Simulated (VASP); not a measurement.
# CoO (Pm-3m) in VASP: a series of runs

CoO is run at these levels: PBE+U; tasks: single point, relaxation of cell and atoms.

Everything below comes from runs of VASP 6.6.1. Logs are shortened: lines on timing, memory, paths and dates and some standing lists are left out, and cuts for length are marked.

### Step 1. The cell of the first run

It takes space group Pm-3m (No. 221, cubic). Conventional cell: a = 2.661 Å, b = 2.661 Å, c = 2.661 Å, α = 90.00°, β = 90.00°, γ = 90.00°. Within 3.0 Å of Co (site symmetry m-3m) lie 8 O at 2.30 Å and 6 Co at 2.66 Å. O (site symmetry m-3m) has 8 Co at 2.30 Å and 6 O at 2.66 Å within 3.0 Å.

### Step 2. Single point, PBE+U, collinear spin, ferromagnetic start

File INCAR:

```
SYSTEM = CoO
PREC = Accurate ; ENCUT = 520
EDIFF = 1E-6 ; ISMEAR = 0
SIGMA = 0.02 ; LREAL = .FALSE.
LASPH = .TRUE. ; NELM = 150
ALGO = Normal ; ISIF = 2
LWAVE = .FALSE. ; LCHARG = .FALSE.
ISPIN = 2 ; MAGMOM = 3 0
LORBIT = 11 ; LMAXMIX = 4
LDAU = .TRUE. ; LDAUTYPE = 2
LDAUL = 2 -1 ; LDAUU = 3.32 0
LDAUJ = 0 0 ; LDAUPRINT = 1
GGA = PE ; NBANDS = 18
```

File KPOINTS:

```
regular mesh
0
G
  10 10 10
  0 0 0
```

File POSCAR:

```
CoO
1.0
    2.6612513074      0.0000000000      0.0000000000
    0.0000000000      2.6612513074      0.0000000000
    0.0000000000      0.0000000000      2.6612513074
Co O
1 1
Direct
    0.0000000000      0.0000000000      0.0000000000
    0.5000000000      0.5000000000      0.5000000000
```

Potentials or basis: VASP PAW PBE potentials, release 64 (Co, O).

Run with:

```
$ cat potpaw_PBE.64/Co/POTCAR potpaw_PBE.64/O/POTCAR > POTCAR
$ mpirun -np 1 vasp_std > vasp.out
```

OUTCAR:

```text
SYSTEM = CoO
   PREC = Accurate
   ENCUT = 520
   EDIFF = 1E-6
   ISMEAR = 0
   LREAL = .FALSE.
   LASPH = .TRUE.
   NELM = 150
   ISIF = 2
   ISPIN = 2
   LORBIT = 11
   GGA = PE

 ion  position               nearest neighbor table
   1  0.000  0.000  0.000-   2 2.30   2 2.30   2 2.30   2 2.30   2 2.30   2 2.30   2 2.30   2 2.30

   2  0.500  0.500  0.500-   1 2.30   1 2.30   1 2.30   1 2.30   1 2.30   1 2.30   1 2.30   1 2.30

  LATTYP: Found a simple cubic cell.
 ALAT       =     2.6612513074

  Lattice vectors:

 A1 = (   2.6612513074,   0.0000000000,   0.0000000000)
 A2 = (   0.0000000000,   2.6612513074,   0.0000000000)
 A3 = (   0.0000000000,   0.0000000000,   2.6612513074)

Analysis of symmetry for initial positions (statically):
=====================================================================
 Subroutine PRICEL returns:
 Original cell was already a primitive cell.

 Routine SETGRP: Setting up the symmetry group for a
 simple cubic supercell.

 Subroutine GETGRP returns: Found 48 space group operations
 (whereof 48 operations were pure point group operations)
 out of a pool of 48 trial point group operations.

The static configuration has the point symmetry O_h .

Analysis of symmetry for dynamics (positions and initial velocities):
=====================================================================
 Subroutine PRICEL returns:
 Original cell was already a primitive cell.

 Routine SETGRP: Setting up the symmetry group for a
 simple cubic supercell.

 Subroutine GETGRP returns: Found 48 space group operations
 (whereof 48 operations were pure point group operations)
 out of a pool of 48 trial point group operations.

The dynamic configuration has the point symmetry O_h .

Analysis of structural, dynamic, and magnetic symmetry:
=====================================================================
 Subroutine PRICEL returns:
 Original cell was already a primitive cell.

 Routine SETGRP: Setting up the symmetry group for a
 simple cubic supercell.

 Subroutine GETGRP returns: Found 48 space group operations
 (whereof 48 operations were pure point group operations)
 out of a pool of 48 trial point group operations.

The overall configuration has the point symmetry O_h .

 Subroutine INISYM returns: Found 48 space group operations
 (whereof 48 operations are pure point group operations),
 and found     1 'primitive' translations

----------------------------------------------------------------------------------------

                                     Primitive cell

  volume of cell :      18.8477

  direct lattice vectors                    reciprocal lattice vectors
     2.661251307  0.000000000  0.000000000     0.375763085  0.000000000  0.000000000
     0.000000000  2.661251307  0.000000000     0.000000000  0.375763085  0.000000000
     0.000000000  0.000000000  2.661251307     0.000000000  0.000000000  0.375763085

  length of vectors
     2.661251307  2.661251307  2.661251307     0.375763085  0.375763085  0.375763085

  position of ions in fractional coordinates (direct lattice)
     0.000000000  0.000000000  0.000000000
     0.500000000  0.500000000  0.500000000

  ion indices of the primitive-cell ions
   primitive index   ion index
                 1           1
                 2           2

----------------------------------------------------------------------------------------

 KPOINTS: regular mesh

Automatic generation of k-mesh.
 Grid dimensions read from file:
 generate k-points for:   10   10   10

 Generating k-lattice:

  Cartesian coordinates                     Fractional coordinates (reciprocal lattice)
     0.037576308  0.000000000  0.000000000     0.100000000  0.000000000  0.000000000
     0.000000000  0.037576308  0.000000000     0.000000000  0.100000000  0.000000000
     0.000000000  0.000000000  0.037576308     0.000000000  0.000000000  0.100000000

  Length of vectors
     0.037576308  0.037576308  0.037576308

  Shift w.r.t. Gamma in fractional coordinates (k-lattice)
     0.000000000  0.000000000  0.000000000

 Subroutine IBZKPT returns following result:
 ===========================================

 Found     56 irreducible k-points:

 Following reciprocal coordinates:
            Coordinates               Weight
  0.000000  0.000000  0.000000      1.000000
  0.100000  0.000000  0.000000      6.000000
  0.200000  0.000000  0.000000      6.000000
  0.300000  0.000000  0.000000      6.000000
  0.400000  0.000000  0.000000      6.000000
  0.500000  0.000000  0.000000      3.000000
[... 16 lines left out ...]
  0.200000  0.100000  0.100000     24.000000
  0.300000  0.100000  0.100000     24.000000
 [... further k-points ...]
   k-points           NKPTS =     56   k-points in BZ     NKDIM =     56   number of bands    NBANDS=     18
   number of dos      NEDOS =    301   number of ions     NIONS =      2
   total plane-waves  NPLWV =   8000
   dimension x,y,z NGX =    20 NGY =   20 NGZ =   20
   dimension x,y,z NGXF=    40 NGYF=   40 NGZF=   40
   ions per type =               1   1
   NGX,Y,Z   is equivalent  to a cutoff of  12.49, 12.49, 12.49 a.u.
   NGXF,Y,Z  is equivalent  to a cutoff of  24.99, 24.99, 24.99 a.u.
 SYSTEM =  CoO
   PREC   = accura    normal or accurate (medium, high low for compatibility)
   ISTART =      0    job   : 0-new  1-cont  2-samecut
   ICHARG =      2    charge: 1-file 2-atom 10-const
   ISPIN  =      2    spin polarized calculation?
   LNONCOLLINEAR =      F non collinear calculations
   LSORBIT =      F    spin-orbit coupling
   LASPH  =      T    aspherical Exc in radial PAW
   ENCUT  =  520.0 eV  38.22 Ry    6.18 a.u.   4.95  4.95  4.95*2*pi/ulx,y,z
   NELM   =    150;   NELMIN=  2; NELMDL= -5     # of ELM steps
   EDIFF  = 0.1E-05   stopping-criterion for ELM
   LREAL  =      F    real-space projection
   EDIFFG = 0.1E-04   stopping-criterion for IOM
   NSW    =      0    number of steps for IOM
   IBRION =     -1    ionic relax: 0-MD 1-quasi-New 2-CG
   NFREE  =      0    steps in history (QN), initial steepest desc. (CG)
   ISIF   =      2    stress and relaxation
   ISYM   =      2    0-nonsym 1-usesym 2-fastsym
   POTIM  = 0.5000    time-step for ionic-motion
   TEBEG  =    0.0;   TEEND  =   0.0 temperature during run
   PSTRESS=    0.0 pullay stress
   NELECT =      15.0000    total number of electrons
   NUPDOWN=      -1.0000    fix difference up-down
   EMIN   =  10.00;   EMAX   =-10.00  energy-range for DOS
   EFERMI =   0.00;   METHOD = LEGACY
   ISMEAR =     0;   SIGMA  =   0.02  broadening in eV -4-tet -1-fermi 0-gaus
   EFERMI_NEDOS =   21; number of points for ismear=-14 and -15
   IALGO  =     38    algorithm
   IMIX   =      4    mixing-type and parameters
     AMIX     =   0.40;   BMIX     =  1.00
     AMIX_MAG =   1.60;   BMIX_MAG =  1.00
  volume/ion in A,a.u.               =       9.42        63.60
  Fermi-wavevector in a.u.,A,eV,Ry     =   1.517118  2.866937 31.315809  2.301647
  Thomas-Fermi vector in A             =   2.626416
   LORBIT       =     11    0 simple, 1 ext, 2 COOP (PROOUT), +10 PAW based schemes
 LDA+U is selected, type is set to LDAUTYPE =  2
   angular momentum for each species LDAUL =     2   -1
   U (eV)           for each species LDAUU =   3.3  0.0
   J (eV)           for each species LDAUJ =   0.0  0.0
   GGA     = PE    functional components
   LHFCALC =     F    Hartree Fock is set to
   AEXX    =    0.0000 exact exchange contribution
   IVDW    =     0    specifies the selected vdW correction
   LEPSILON=     F    determine dielectric tensor
   LRPA    =     F    only Hartree local field effects (RPA)
 spin polarized calculation
 Gauss-broadening in eV      SIGMA  =   0.02
  energy-cutoff  :      520.00
  volume of cell :       18.85
 maximum number of plane-waves:       518
 NGX is ok and might be reduce to    20
   NGX =  9   NGY =  9   NGZ =  9

atom =   1  type =  1  l = 2

 onsite density matrix

spin component  1

  0.9900  0.0000  0.0000  0.0000  0.0000
  0.0000  0.9900 -0.0000  0.0000  0.0000
  0.0000 -0.0000  0.9598  0.0000  0.0000
  0.0000  0.0000  0.0000  0.9900 -0.0000
  0.0000  0.0000  0.0000 -0.0000  0.9598

spin component  2

  0.1078 -0.0000 -0.0000 -0.0000 -0.0000
 -0.0000  0.1078 -0.0000 -0.0000  0.0000
 -0.0000 -0.0000  0.9493 -0.0000 -0.0000
 -0.0000 -0.0000 -0.0000  0.1078  0.0000
 -0.0000  0.0000 -0.0000  0.0000  0.9493

 occupancies and eigenvectors

  o =  0.1078  v =  0.0000  0.0000  0.0000  0.0000  0.0000  0.9995  0.0158  0.0000  0.0256  0.0000      0.0000  0.0000  0.0000  0.0000  0.0000  0.0000  0.0000  0.0000  0.0000  0.0000
  o =  0.1078  v =  0.0000  0.0000  0.0000  0.0000  0.0000 -0.0259  0.0183  0.0000  0.9995 -0.0000      0.0000  0.0000  0.0000  0.0000  0.0000  0.0000  0.0000  0.0000  0.0000  0.0000
  o =  0.1078  v =  0.0000  0.0000  0.0000  0.0000  0.0000  0.0154 -0.9997  0.0000  0.0187  0.0000      0.0000  0.0000  0.0000  0.0000  0.0000  0.0000  0.0000  0.0000  0.0000  0.0000
  o =  0.9493  v =  0.0000  0.0000  0.0000  0.0000  0.0000  0.0000 -0.0000 -0.9531  0.0000 -0.3026      0.0000  0.0000  0.0000  0.0000  0.0000  0.0000  0.0000  0.0000  0.0000  0.0000
  o =  0.9493  v =  0.0000  0.0000  0.0000  0.0000  0.0000  0.0000 -0.0000 -0.3026  0.0000  0.9531      0.0000  0.0000  0.0000  0.0000  0.0000  0.0000  0.0000  0.0000  0.0000  0.0000
  o =  0.9598  v =  0.0000 -0.0000 -0.1365  0.0000  0.9906  0.0000  0.0000  0.0000  0.0000  0.0000      0.0000  0.0000  0.0000  0.0000  0.0000  0.0000  0.0000  0.0000  0.0000  0.0000
  o =  0.9598  v =  0.0000  0.0000  0.9906 -0.0000  0.1365  0.0000  0.0000  0.0000  0.0000  0.0000      0.0000  0.0000  0.0000  0.0000  0.0000  0.0000  0.0000  0.0000  0.0000  0.0000
  o =  0.9900  v =  0.0000  0.9972 -0.0000 -0.0751  0.0000  0.0000  0.0000  0.0000  0.0000  0.0000      0.0000  0.0000  0.0000  0.0000  0.0000  0.0000  0.0000  0.0000  0.0000  0.0000
  o =  0.9900  v =  0.0000 -0.0751 -0.0000 -0.9972  0.0000  0.0000  0.0000  0.0000  0.0000  0.0000      0.0000  0.0000  0.0000  0.0000  0.0000  0.0000  0.0000  0.0000  0.0000  0.0000
  o =  0.9900  v =  1.0000  0.0000  0.0000  0.0000  0.0000  0.0000  0.0000  0.0000  0.0000  0.0000      0.0000  0.0000  0.0000  0.0000  0.0000  0.0000  0.0000  0.0000  0.0000  0.0000

 number of electron      14.9999981 magnetization       3.0000010

 Free energy of the ion-electron system (eV)
  ---------------------------------------------------
  ext. energy  EPLUGINS =         0.00000000
  ---------------------------------------------------
  free energy    TOTEN  =       -11.28946353 eV

  energy without entropy =      -11.28946353  energy(sigma->0) =      -11.28946353

 E-fermi :   7.5857     XC(G=0): -12.6411

 val. band max:        7.3549939974   @ k =   0.5000   0.0000   0.0000
 cond. band min:       8.3842695042   @ k =   0.0000   0.0000   0.0000
 fundamental gap:      1.0292755068
 Fermi energy:         7.5856627248

 spin component 1

 k-point     1 :       0.0000    0.0000    0.0000
  band No.  band energies     occupation
      1     -11.4944      1.00000
      2       2.4636      1.00000
      3       2.4637      1.00000
      4       3.1839      1.00000
      5       3.1839      1.00000
      6       3.1841      1.00000
[... 10 lines left out ...]
     17      38.9163      0.00000
     18      38.9164      0.00000
[... 463 lines left out ...]
 k-point    24 :       0.3000    0.1000    0.1000
  band No.  band energies     occupation
      1     -10.6288      1.00000
      2       1.1623      1.00000
      3       2.1585      1.00000
      4       2.5443      1.00000
      5       2.8185      1.00000
      6       3.1072      1.00000
[... 10 lines left out ...]
     17      33.3726      0.00000
     18      36.2702      0.00000

 [... further k-points ...]

 spin component 2

 k-point     1 :       0.0000    0.0000    0.0000
  band No.  band energies     occupation
      1     -11.0512      1.00000
      2       3.8039      1.00000
      3       3.8049      1.00000
      4       6.3338      1.00000
      5       6.3338      1.00000
      6       6.3338      1.00000
[... 10 lines left out ...]
     17      39.2485      0.00000
     18      39.2485      0.00000
[... 463 lines left out ...]
 k-point    24 :       0.3000    0.1000    0.1000
  band No.  band energies     occupation
      1     -10.1584      1.00000
      2       1.8953      1.00000
      3       4.0450      1.00000
      4       5.2327      1.00000
      5       5.8051      1.00000
      6       6.3558      1.00000
[... 10 lines left out ...]
     17      34.7668      0.00000
     18      38.2888      0.00000

 [... further k-points ...]
[... 5 lines left out ...]
  --------------------------------------------------------------------------------------
  -------------------------------------------------------------------------------------
  Total       -0.4501755     -0.4501755     -0.4501755     -0.0000000     -0.0000000      0.0000000
  in kB      -38.2679121    -38.2679121    -38.2679121     -0.0000000     -0.0000000      0.0000000
  external PRESSURE =     -38.2679121 kB  Pullay stress =       0.0000000 kB

 VOLUME and BASIS-vectors are now :
 -----------------------------------------------------------------------------
  energy-cutoff  :      520.00
  volume of cell :       18.85
      direct lattice vectors                 reciprocal lattice vectors
     2.661251307  0.000000000  0.000000000     0.375763085  0.000000000  0.000000000
     0.000000000  2.661251307  0.000000000     0.000000000  0.375763085  0.000000000
     0.000000000  0.000000000  2.661251307     0.000000000  0.000000000  0.375763085

 POSITION                                       TOTAL-FORCE (eV/Angst)
 -----------------------------------------------------------------------------------
      0.00000      0.00000      0.00000         0.000000      0.000000      0.000000
      1.33063      1.33063      1.33063         0.000000      0.000000      0.000000
 -----------------------------------------------------------------------------------
    total drift:                                0.000000      0.000000      0.000000

  FREE ENERGIE OF THE ION-ELECTRON SYSTEM (eV)
  ---------------------------------------------------
  free  energy   TOTEN  =       -11.2894635316 eV

  energy  without entropy=      -11.2894635316  energy(sigma->0) =      -11.28946353

 total charge

# of ion       s       p       d       tot
------------------------------------------
    1        0.286   0.323   7.090   7.699
    2        1.569   3.381   0.000   4.950
--------------------------------------------------
tot          1.855   3.704   7.090  12.649

 magnetization (x)

# of ion       s       p       d       tot
------------------------------------------
    1        0.012   0.013   2.667   2.692
    2        0.019   0.245   0.000   0.264
--------------------------------------------------
tot          0.031   0.258   2.667   2.955
```

It took 44 s on 1 thread of Intel Xeon 8259CL, shared host; peak memory 0.15 GiB.

What came out:

* Free energy: -11.2895 eV
* Pressure: -3.8 GPa
* Band gap on the k mesh: 1.03 eV (least direct gap 1.61 eV)
* Net moment: 3.00 μB per cell
* Site moments: Co +2.69; O +0.26 μB
* Valence electrons inside the program's atomic spheres: Co 7.70; O 4.95

Levels at points of the mesh, in eV from the valence-band top:
Spin up:
| k point | band 5 | band 6 | band 7 | band 8 | band 9 | band 10 | band 11 | band 12 | band 13 | band 14 |
| --- | --- | --- | --- | --- | --- | --- | --- | --- | --- | --- |
| (0.00, 0.00, 0.00) | -4.17 | -4.17 | -1.52 | -1.52 | -1.52 | 1.03 | 14.95 | 14.95 | 19.71 | 19.71 |
| (0.50, 0.00, 0.00) | -4.63 | -4.11 | -2.26 | 0.00 | 0.00 | 6.47 | 8.29 | 16.98 | 17.63 | 17.63 |
| (0.50, 0.50, 0.00) | -4.63 | -4.59 | -4.41 | -2.54 | -0.60 | 5.55 | 11.46 | 11.46 | 16.08 | 23.20 |
| (0.50, 0.50, 0.50) | -2.51 | -2.51 | -0.74 | -0.74 | -0.74 | 7.17 | 7.17 | 7.17 | 14.06 | 20.90 |
Spin down:
| k point | band 4 | band 5 | band 6 | band 7 | band 8 | band 9 |
| --- | --- | --- | --- | --- | --- | --- |
| (0.00, 0.00, 0.00) | -1.02 | -1.02 | -1.02 | 1.73 | 2.51 | 2.52 |
| (0.50, 0.00, 0.00) | -1.48 | -1.48 | -0.76 | 2.61 | 3.35 | 3.35 |
| (0.50, 0.50, 0.00) | -3.06 | -0.88 | -0.10 | 1.51 | 1.83 | 1.83 |
| (0.50, 0.50, 0.50) | -4.52 | -0.84 | -0.84 | 3.67 | 3.67 | 3.67 |

Eigenvalues of the final occupation matrices:
```csv
site,spin,trace,eigenvalues
site 1 d,1,4.89,0.96 0.96 0.99 0.99 0.99
site 1 d,2,2.22,0.11 0.11 0.11 0.95 0.95
```

Caveat: the cell stands under tension; a cell with one magnetic atom can't hold antiferromagnetic order, which such compounds often take.

### Step 3. Single point, PBE+U, collinear spin, ferromagnetic start

This run uses another cell than the first one, of 11.12 Å³/atom.

File INCAR:

```
PREC     = Accurate       # precision mode
ENCUT    = 520            # plane-wave cutoff, eV
EDIFF    = 1E-6           # SCF threshold, eV
ISMEAR   = 0              # smearing method
SIGMA    = 0.02           # smearing width, eV
LREAL    = False          # projectors in reciprocal space
LASPH    = True           # aspherical terms in the spheres
NELM     = 150            # most SCF steps
ALGO     = Normal         # electronic algorithm
ISIF     = 2              # what is computed and relaxed
LWAVE    = False          # write WAVECAR
LCHARG   = True           # write CHGCAR
ISPIN    = 2              # spin polarisation
MAGMOM   = 3 0            # initial moments
LORBIT   = 11             # projections on sites
LMAXMIX  = 4              # l up to which the mixer works
LDAU     = True           # DFT+U
LDAUTYPE = 2            
LDAUL    = 2 -1           # shell
LDAUU    = 3.32 0         # U, eV
LDAUJ    = 0 0          
LDAUPRINT= 1            
GGA      = PE             # functional
LELF     = True           # ELF
LVHAR    = True         
NBANDS   = 18             # bands
```

File KPOINTS:

```
regular mesh
0
Gamma
  10 10 10
```

File POSCAR:

```
CoO
1.0
    2.8122022859      0.0000000000      0.0000000000
    0.0000000000      2.8122022859      0.0000000000
    0.0000000000      0.0000000000      2.8122022859
Co O
1 1
Direct
    0.0000000000      0.0000000000      0.0000000000
    0.5000000000      0.5000000000      0.5000000000
```

Potentials or basis: VASP PAW PBE potentials, release 64 (Co, O).

Run with:

```
$ cat potpaw_PBE.64/Co/POTCAR potpaw_PBE.64/O/POTCAR > POTCAR
$ mpirun -np 1 vasp_std > vasp.out
```

Wall time 76 s (1 thread of Intel Xeon 8259CL, shared host); peak memory 0.17 GiB.

The run converged. Its results:

| Property | Result |
| --- | --- |
| Free energy | -10.9825 eV |
| Pressure | -22.3 GPa |
| Band gap on the k mesh | zero (filled and empty bands overlap) |
| Net moment | 3.00 μB per cell |
| Site moments | Co +2.71; O +0.24 μB |
| Valence electrons inside the program's atomic spheres | Co 7.51; O 4.87 |

Levels at points of the mesh, in eV from the Fermi level:
Spin up:
| k point | band 5 | band 6 | band 7 | band 8 | band 9 | band 10 | band 11 | band 12 | band 13 | band 14 |
| --- | --- | --- | --- | --- | --- | --- | --- | --- | --- | --- |
| (0.00, 0.00, 0.00) | -4.47 | -4.47 | -1.21 | -1.21 | -1.21 | -0.03 | 13.93 | 13.93 | 17.23 | 17.23 |
| (0.50, 0.00, 0.00) | -4.52 | -4.43 | -2.62 | -0.15 | -0.15 | 5.39 | 6.72 | 15.92 | 15.92 | 16.35 |
| (0.50, 0.50, 0.00) | -4.33 | -4.03 | -4.03 | -3.00 | -0.45 | 4.51 | 9.94 | 9.94 | 14.54 | 21.43 |
| (0.50, 0.50, 0.50) | -2.97 | -2.97 | -1.02 | -1.02 | -1.02 | 6.61 | 6.61 | 6.61 | 11.35 | 18.69 |
Spin down:
```tsv
k point	band 4	band 5	band 6	band 7	band 8	band 9
(0.00, 0.00, 0.00)	-0.77	-0.77	-0.77	0.63	2.23	2.23
(0.50, 0.00, 0.00)	-1.17	-1.09	-1.09	2.30	2.86	2.86
(0.50, 0.50, 0.00)	-2.95	-1.35	-0.01	1.33	1.72	1.72
(0.50, 0.50, 0.50)	-3.56	-1.33	-1.32	3.11	3.11	3.11
```

Eigenvalues of the final occupation matrices:
| site | spin | trace | eigenvalues |
| --- | --- | --- | --- |
| site 1 d | 1 | 4.86 | 0.96 0.96 0.98 0.98 0.98 |
| site 1 d | 2 | 2.17 | 0.09 0.09 0.09 0.95 0.95 |

Caveat: the cell stands under tension; a cell with one magnetic atom can't hold antiferromagnetic order, which such compounds often take. The state reached can hang on the start; a lower one may exist.

[end of part 1 of 2]
